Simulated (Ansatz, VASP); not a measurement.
# One calculation of WS2, two programs

```
CELL_PARAMETERS angstrom
3.18570 0.00000 0.00000
-1.59285 2.75890 0.00000
0.00000 0.00000 12.26693
ATOMIC_POSITIONS crystal
W 0.33333 0.66667 0.75005
W 0.66667 0.33333 0.24995
S 0.33333 0.66667 0.12235
S 0.66667 0.33333 0.62244
S 0.33333 0.66667 0.37756
S 0.66667 0.33333 0.87765
```

Alike in both runs: task single point; functional PBE; dispersion D3(BJ); k mesh 12 × 12 × 4; occupations gaussian, width 0.02 eV; no spin polarisation.

|  | VASP | Ansatz |
| --- | --- | --- |
| version | VASP 6.6.1 | Ansatz 0.2.0 |
| potentials or method | VASP PAW PBE potentials, release 64 (W_sv, S), cutoff 520 eV | scalar-relativistic, plane waves, PAW |
| valence electrons in the cell | 52 | 52 |

|  | VASP | Ansatz | Ansatz less VASP |
| --- | --- | --- | --- |
| gap on the k mesh at the Fermi level (eV) | 0.96 | 0.95 | -0.016 |
| least direct gap on the mesh (eV) | 1.72 | 1.71 | -0.003 |
| pressure (GPa) | -2.3 | -2.3 | +0.04 |
| traceless stress, the component that is largest in VASP (GPa) | 1.49 | 1.49 | -0.001 |

Neither program's run includes spin-orbit coupling.
